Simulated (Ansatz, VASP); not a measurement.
**One calculation of CdS, two programs**

File INCAR:

```
PREC = Accurate ; ENCUT = 520
EDIFF = 1E-6 ; ISMEAR = 0
SIGMA = 0.05 ; LREAL = False
LASPH = True ; NELM = 100
ALGO = Normal ; ISIF = 2
LWAVE = False ; LCHARG = False
GGA = PE ; NBANDS = 26
```

Contents of KPOINTS:

```
regular mesh
0
Gamma
  12 12 4
```

File POSCAR:

```
CdS
1.0
    4.1347992034      0.0000000000      0.0000000000
   -2.0673996017      3.5808411497      0.0000000000
    0.0000000000      0.0000000000      6.7490000000
Cd S
2 2
Direct
    0.3333333333      0.6666666667      0.0000000000
    0.6666666667      0.3333333333      0.5000000000
    0.3193701337      0.6387402673      0.4146340199
    0.6666666667      0.3333333333      0.8850000000
```

Input for Ansatz:

```yaml
crystal:
  lattice:
    - [4.1347992034, 0.0, 0.0]
    - [-2.0673996017, 3.5808411497, 0.0]
    - [0.0, 0.0, 6.749]
  atoms:
    - { symbol: Cd, position: [0.3333333333, 0.6666666667, 0.0] }
    - { symbol: Cd, position: [0.6666666667, 0.3333333333, 0.5] }
    - { symbol: S, position: [0.3193701337, 0.6387402673, 0.4146340199] }
    - { symbol: S, position: [0.6666666667, 0.3333333333, 0.885] }
basis:
  ecutwfc: 420
kpoints:
  mp_grid: { grid: [12, 12, 4] }
hamiltonian:
  xc: pbe
scf:
  occupations: { method: gaussian, width: 0.05 }
output:
  forces: true
  stress: true
  eigenvalues: true
```

Alike in both runs: task single point; functional PBE; k mesh 12 × 12 × 4; occupations gaussian, width 0.05 eV; no spin polarisation.

|  | VASP | Ansatz |
| --- | --- | --- |
| version | VASP 6.6.1 | Ansatz 0.2.0 |
| potentials or method | VASP PAW PBE potentials, release 64 (Cd, S), cutoff 520 eV | scalar-relativistic, plane waves, PAW |
| valence electrons in the cell | 36 | 52 |

```tsv
	VASP	Ansatz	Ansatz less VASP
gap on the k mesh at the Fermi level (eV)	1.22	1.21	-0.006
least direct gap on the mesh (eV)	1.22	1.21	-0.006
pressure (GPa)	3.7	3.3	-0.38
traceless stress, the component that is largest in VASP (GPa)	-3.26	-3.13	+0.130
rms of the force components (eV/Å)	0.499	0.487	-0.0120
```

Atom by atom the forces differ by 0.013 eV/Å (rms over components). VASP's potentials hold 36 valence electrons a cell and Ansatz's 52, so a difference there can come from the potentials and not from the codes.
